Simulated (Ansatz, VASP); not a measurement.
**BO in VASP and in Ansatz**

```
B O
1.0
     4.56080    0.00000    0.00000
     0.00000    4.56080    0.00000
     0.00000    0.00000    4.56080
B O
4 4
Direct
  0.95707 0.95707 0.95707
  0.54293 0.04293 0.45707
  0.45707 0.54293 0.04293
  0.04293 0.45707 0.54293
  0.79398 0.79398 0.79398
  0.70602 0.20602 0.29398
  0.29398 0.70602 0.20602
  0.20602 0.29398 0.70602
```

Alike in both runs: functional PBE; k mesh 8 × 8 × 8; occupations gaussian, width 0.1 eV; no spin polarisation.

Ansatz relaxed the structure, and its values are those at the end. VASP's run is a single point on that final structure, the one shown.

|  | VASP | Ansatz |
| --- | --- | --- |
| version | VASP 6.6.1 | Ansatz 0.2.0 |
| potentials or method | VASP PAW PBE potentials, release 64 (B, O), cutoff 520 eV | scalar-relativistic, plane waves, PAW |
| valence electrons in the cell | 36 | 36 |

```csv
,VASP,Ansatz,Ansatz less VASP
gap on the k mesh at the Fermi level (eV),none,none,-
pressure (GPa),0.2,0.0,-0.13
rms of the force components (eV/Å),0.065,0.000,-0.0647
```

A gap of «none» marks a metal or a gap that the smearing closes. The functional is the same, so the differences come from potentials, cutoffs and numerics.
